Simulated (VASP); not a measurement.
# Sb (Pm-3m) in VASP: further runs, part 2 of 2

VASP 6.6.1.

## 3. Single point, r2SCAN

This run uses another cell than the first one, of 29.43 Å³/atom, 1.031 times its volume.

POSCAR reads:

```
Sb
1.0
    3.0875323681      0.0000000000      0.0000000000
    0.0000000000      3.0875323681      0.0000000000
    0.0000000000      0.0000000000      3.0875323681
Sb
1
Direct
    0.0000000000      0.0000000000      0.0000000000
```

INCAR.step1 reads:

```
ALGO     = Normal         # electronic algorithm
EDIFF    = 1E-4           # SCF threshold, eV
ENCUT    = 520            # plane-wave cutoff, eV
GGA      = PE             # functional
ISMEAR   = 0              # smearing method
LASPH    = T              # aspherical terms in the spheres
LCHARG   = F              # write CHGCAR
LREAL    = F              # projectors in reciprocal space
LWAVE    = T              # write WAVECAR
NBANDS   = 8              # bands
NELM     = 80             # most SCF steps
PREC     = Accurate       # precision mode
SIGMA    = 0.1            # smearing width, eV
```

INCAR.step2 reads:

```
ALGO     = Normal         # electronic algorithm
EDIFF    = 1E-6           # SCF threshold, eV
ENCUT    = 520            # plane-wave cutoff, eV
ISIF     = 2              # what is computed and relaxed
ISMEAR   = 0              # smearing method
ISTART   = 1            
LASPH    = T              # aspherical terms in the spheres
LCHARG   = T              # write CHGCAR
LELF     = T              # ELF
LMIXTAU  = T            
LREAL    = F              # projectors in reciprocal space
LVHAR    = T            
LWAVE    = F              # write WAVECAR
METAGGA  = R2SCAN         # meta-GGA
NBANDS   = 8              # bands
NELM     = 80             # most SCF steps
PREC     = Accurate       # precision mode
SIGMA    = 0.1            # smearing width, eV
```

KPOINTS reads:

```
k-points
0
Gamma
  14 14 14
```

Potentials or basis: VASP PAW PBE potentials, release 64 (Sb).

Started as:

```console
$ cat potpaw_PBE.64/Sb/POTCAR > POTCAR
$ cp INCAR.step1 INCAR
$ mpirun -np 1 vasp_std > vasp.out
$ cp INCAR.step2 INCAR
$ mpirun -np 1 vasp_std > vasp.out
```

OUTCAR:

```text
EDIFF = 1E-6
   ENCUT = 520
   ISIF = 2
   ISMEAR = 0
   ISTART = 1
   LASPH = T
   LREAL = F
   METAGGA = R2SCAN
   NELM = 80
   PREC = Accurate

 ion  position               nearest neighbor table
   1  0.000  0.000  0.000-

  LATTYP: Found a simple cubic cell.
 ALAT       =     3.0875323681

  Lattice vectors:

 A1 = (   3.0875323681,   0.0000000000,   0.0000000000)
 A2 = (   0.0000000000,   3.0875323681,   0.0000000000)
 A3 = (   0.0000000000,   0.0000000000,   3.0875323681)

Analysis of symmetry for initial positions (statically):
=====================================================================
 Subroutine PRICEL returns:
 Original cell was already a primitive cell.

 Routine SETGRP: Setting up the symmetry group for a
 simple cubic supercell.

 Subroutine GETGRP returns: Found 48 space group operations
 (whereof 48 operations were pure point group operations)
 out of a pool of 48 trial point group operations.

The static configuration has the point symmetry O_h .

Analysis of symmetry for dynamics (positions and initial velocities):
=====================================================================
[... 154 lines left out ...]

  energy without entropy =      -25.64211552  energy(sigma->0) =      -25.64367081

 E-fermi :   7.1855     XC(G=0): -10.1676

 val. band max:        7.1757544270   @ k =   0.5000   0.2857   0.2143
 cond. band min:       7.1973657394   @ k =   0.5000   0.2857   0.2857
 fundamental gap:      0.0216113124
 Fermi energy:         7.1855203449

 k-point     1 :       0.0000    0.0000    0.0000
  band No.  band energies     occupation
      1      -5.8503      2.00000
      2      10.7092      0.00000
      3      10.7092      0.00000
      4      10.7092      0.00000
      5      14.4901      0.00000
      6      14.4901      0.00000
      7      16.4623      0.00000
      8      25.7614      0.00000
[... 243 lines left out ...]
 k-point    24 :       0.3571    0.2143    0.0000
  band No.  band energies     occupation
      1      -3.3302      2.00000
      2       3.4491      2.00000
      3       7.7219      0.00000
      4      13.0217      0.00000
      5      14.7728      0.00000
      6      17.3843      0.00000
      7      20.7914      0.00000
      8      21.1093      0.00000

 [... further k-points ...]
[... 5 lines left out ...]
  --------------------------------------------------------------------------------------
  -------------------------------------------------------------------------------------
  Total        0.0023824      0.0023824      0.0023824     -0.0000000      0.0000000     -0.0000000
  in kB        0.1296855      0.1296855      0.1296855     -0.0000000      0.0000000     -0.0000000
  external PRESSURE =       0.1296855 kB  Pullay stress =       0.0000000 kB

 VOLUME and BASIS-vectors are now :
 -----------------------------------------------------------------------------
  energy-cutoff  :      520.00
  volume of cell :       29.43
      direct lattice vectors                 reciprocal lattice vectors
     3.087532368  0.000000000  0.000000000     0.323883244  0.000000000  0.000000000
     0.000000000  3.087532368  0.000000000     0.000000000  0.323883244  0.000000000
     0.000000000  0.000000000  3.087532368     0.000000000  0.000000000  0.323883244

 POSITION                                       TOTAL-FORCE (eV/Angst)
 -----------------------------------------------------------------------------------
      0.00000      0.00000      0.00000         0.000000      0.000000      0.000000
 -----------------------------------------------------------------------------------
    total drift:                               -0.000000      0.000000      0.000000

  FREE ENERGIE OF THE ION-ELECTRON SYSTEM (eV)
  ---------------------------------------------------
  free  energy   TOTEN  =       -25.6452260876 eV

  energy  without entropy=      -25.6421155248  energy(sigma->0) =      -25.64367081
```

OSZICAR.step1:

```text
N       E                     dE             d eps       ncg     rms          rms(c)
DAV:   1     0.504946154228E+01    0.50495E+01   -0.16512E+03  1936   0.405E+02
DAV:   2    -0.399100249590E+01   -0.90405E+01   -0.87562E+01  2784   0.519E+01
DAV:   3    -0.408904120699E+01   -0.98039E-01   -0.97930E-01  2272   0.617E+00
DAV:   4    -0.408946004915E+01   -0.41884E-03   -0.41884E-03  2904   0.491E-01
DAV:   5    -0.408946167028E+01   -0.16211E-05   -0.16205E-05  2384   0.191E-02    0.198E+00
DAV:   6    -0.409205381632E+01   -0.25921E-02   -0.65679E-04  2664   0.186E-01    0.118E+00
DAV:   7    -0.409386507295E+01   -0.18113E-02   -0.16972E-03  2064   0.290E-01    0.769E-02
DAV:   8    -0.409392145704E+01   -0.56384E-04   -0.67408E-05  2568   0.564E-02
   1 F= -.40939215E+01 E0= -.40920253E+01  d E =-.379235E-02
```

Run time: 19 s. Hardware: 1 thread of Intel Xeon 6975P-C (Granite Rapids), shared host; peak memory 0.16 GiB.

What came out:

```
Free energy : -25.6452 eV
Pressure    : 0.0 GPa
```

Levels at points of the mesh, in eV from the Fermi level:
```tsv
k point	band 1	band 2	band 3	band 4	band 5	band 6
(0.00, 0.00, 0.00)	-13.04	3.52	3.52	3.52	7.30	7.30
(0.50, 0.00, 0.00)	-10.41	-5.92	5.70	5.70	9.42	11.42
(0.50, 0.50, 0.00)	-7.57	-3.80	-3.80	2.47	7.97	13.66
(0.50, 0.50, 0.50)	-4.32	-1.79	-1.79	-1.79	5.20	5.20
```

Caveat: the PAW data sets were made with another functional, which shifts forces and pressure a little; spin-orbit coupling is left out, which moves the levels of the heavy elements.

## 4. Single point, r2SCAN (volume scaled by 1.03)

POSCAR reads:

```
Sb
1.0
    3.1181039837      0.0000000000      0.0000000000
    0.0000000000      3.1181039837      0.0000000000
    0.0000000000      0.0000000000      3.1181039837
Sb
1
Direct
    0.0000000000      0.0000000000      0.0000000000
```

INCAR.step1 reads:

```
PREC = Accurate ; ENCUT = 520
ISMEAR = 0 ; SIGMA = 0.1
LREAL = F ; LASPH = T
NELM = 60 ; NBANDS = 8
GGA = PE ; ALGO = Normal
EDIFF = 1E-4 ; LWAVE = T
LCHARG = F
```

INCAR.step2 reads:

```
PREC = Accurate ; ENCUT = 520
EDIFF = 1E-6 ; ISMEAR = 0
SIGMA = 0.1 ; LREAL = F
LASPH = T ; NELM = 60
ALGO = Normal ; ISIF = 2
LWAVE = F ; LCHARG = T
METAGGA = R2SCAN ; LMIXTAU = T
LELF = T ; LVHAR = T
NBANDS = 8 ; ISTART = 1
```

KPOINTS reads:

```
regular mesh
0
Gamma
  14 14 14
```

Started as:

```console
$ cat potpaw_PBE.64/Sb/POTCAR > POTCAR
$ cp INCAR.step1 INCAR
$ mpirun -np 1 vasp_std > vasp.out
$ cp INCAR.step2 INCAR
$ mpirun -np 1 vasp_std > vasp.out
```

Wall time 18 s (1 thread of Intel Xeon 6975P-C (Granite Rapids), shared host); peak memory 0.16 GiB.

It converged, with:

```
Free energy : -25.6407 eV
Pressure    : -1.6 GPa
```

Levels at points of the mesh, in eV from the Fermi level:
| k point | band 1 | band 2 | band 3 | band 4 | band 5 | band 6 | band 7 |
| --- | --- | --- | --- | --- | --- | --- | --- |
| (0.00, 0.00, 0.00) | -12.78 | 3.46 | 3.46 | 3.46 | 7.29 | 7.29 | 9.09 |
| (0.50, 0.00, 0.00) | -10.27 | -5.69 | 5.54 | 5.54 | 9.35 | 11.35 | 12.00 |
| (0.50, 0.50, 0.00) | -7.57 | -3.65 | -3.65 | 2.60 | 7.68 | 13.43 | 13.91 |
| (0.50, 0.50, 0.50) | -4.50 | -1.71 | -1.71 | -1.71 | 5.27 | 5.27 | 5.27 |

Caveat: the cell differs from its parent crystal (volume scaled by 1.03); the PAW data sets were made with another functional, which shifts forces and pressure a little; spin-orbit coupling is left out, which moves the levels of the heavy elements.

## 5. The runs side by side

| cell | gap on the mesh (eV) | pressure (GPa) |
| --- | --- | --- |
| a = 3.056 Å, 1 atom | none | 1.9 |
| a = 3.088 Å, 1 atom | none | 0.0 |
| a = 3.118 Å, 1 atom | none | -1.6 |

Alike in all rows: task single point; level r2SCAN; potentials or basis VASP PAW PBE potentials, release 64 (Sb); no spin polarisation; k mesh 14 × 14 × 14; cutoff (eV) 520; smearing gaussian 0.1 eV.

Caveats: the PAW data sets were made with another functional, which shifts forces and pressure a little; spin-orbit coupling is left out, which moves the levels of the heavy elements.

Total energies depend on the potentials used, so only differences within one code and one set of settings carry meaning.
